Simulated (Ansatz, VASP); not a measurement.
# Two plane-wave programs on ZrN

File POSCAR:

```
ZrN
1.0
    0.0000000000      2.1973922810      2.1973922810
    2.1973922810      0.0000000000      2.1973922810
    2.1973922810      2.1973922810      0.0000000000
Zr N
1 1
Direct
    0.0000000000      0.0000000000      0.0000000000
    0.5000000000      0.5000000000      0.5000000000
```

INCAR.step1

```
  PREC = Accurate
  ENCUT = 660
  ISMEAR = -1
  SIGMA = 0.05
  LREAL = F
  LASPH = T
  NELM = 120
  NBANDS = 16
  GGA = PE
  ALGO = Normal
  EDIFF = 1E-5
  LWAVE = T
  LCHARG = F
  GGA_COMPAT = F
```

The input INCAR.step2:

```
  PREC = Accurate
  ENCUT = 660
  EDIFF = 1E-6
  ISMEAR = -1
  SIGMA = 0.05
  LREAL = F
  LASPH = T
  NELM = 120
  ALGO = Normal
  ISIF = 2
  LWAVE = F
  LCHARG = T
  METAGGA = R2SCAN
  LMIXTAU = T
  LELF = T
  LVHAR = T
  NBANDS = 16
  ISTART = 1
  GGA_COMPAT = F
```

The input KPOINTS:

```
Automatic mesh
0
Gamma
  15 15 15
```

Input for Ansatz:

```yaml
crystal:
  lattice:
    - [0.0, 2.197392281, 2.197392281]
    - [2.197392281, 0.0, 2.197392281]
    - [2.197392281, 2.197392281, 0.0]
  atoms:
    - { symbol: Zr, position: [0.0, 0.0, 0.0] }
    - { symbol: "N", position: [0.5, 0.5, 0.5] }
kpoints:
  mp_grid: { grid: [15, 15, 15] }
scf:
  occupations: { method: fermi_dirac, width: 0.05 }
hamiltonian:
  xc: r2scan
  pseudopotentials: { kind: paw }
output:
  forces: true
  stress: true
  eigenvalues: true
  populations: true
```

Change from the starting cell: volume scaled by 0.88, PAW files.

Alike in both runs: task single point; functional r2SCAN; k mesh 15 × 15 × 15; occupations fermi-dirac, width 0.05 eV; no spin polarisation.

|  | VASP | Ansatz |
| --- | --- | --- |
| version | VASP 6.6.1 | Ansatz 0.2.0 |
| potentials or method | VASP PAW PBE potentials, release 64 (Zr_sv, N) | PAW with Ansatz's default frozen-core files, scalar-relativistic |
| plane-wave cutoff (eV) | 660 | 500 |
| valence electrons in the cell | 17 | 17 |

Ansatz gave:

```
pressure (GPa) : 44.0
```

Estimate VASP's values.

pressure (GPa): 44.6.

VASP's potentials were made for PBE, not for r2SCAN. Both programs put the cell under a high pressure, so it lies far from rest at this level.
